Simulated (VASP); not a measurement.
Pb: single point with r2SCAN

Crystal: Pb.

```xyz
1
Lattice="0.0000 2.4726 2.4726 2.4726 0.0000 2.4726 2.4726 2.4726 0.0000" Properties=species:S:1:pos:R:3 pbc="T T T"
Pb    0.0000    0.0000    0.0000
```

This cell differs from its parent crystal: volume scaled by 0.97.

```yaml
Program: VASP 6.6.1
Task: single point
Functional: r2SCAN
Potentials_or_basis: VASP PAW PBE potentials, release 64 (Pb_d)
Cutoff: 520 eV
k_mesh: 14 × 14 × 14
Occupations: gaussian, width 0.1 eV
Spin: no spin polarisation
```

* Pressure: 1.4 GPa
* Band gap on the k mesh: zero (band 7 reaches 15.02 eV, above the bottom of band 8 at 5.66 eV)

Levels at points of the mesh, in eV from the Fermi level:
```csv
k point,band 3,band 4,band 5,band 6,band 7,band 8,band 9,band 10,band 11,band 12
"(0.00, 0.00, 0.00)",-17.78,-17.63,-17.63,-12.37,7.71,7.71,7.71,10.37,12.29,13.08
"(0.50, 0.00, 0.00)",-17.77,-17.48,-17.48,-8.53,-4.45,5.77,5.77,9.91,10.03,11.77
"(0.50, 0.50, 0.00)",-17.49,-17.44,-17.44,-7.02,-3.52,2.08,2.08,5.88,6.98,19.27
```

It took 2 min on 1 thread of Intel(R) Xeon(R) Platinum 8488C (Sapphire Rapids), on a shared host, peak memory 0.18 GiB.

Caveat: the PAW data sets were made with another functional, which shifts forces and pressure a little; spin-orbit coupling is left out, which moves the levels of the heavy elements.
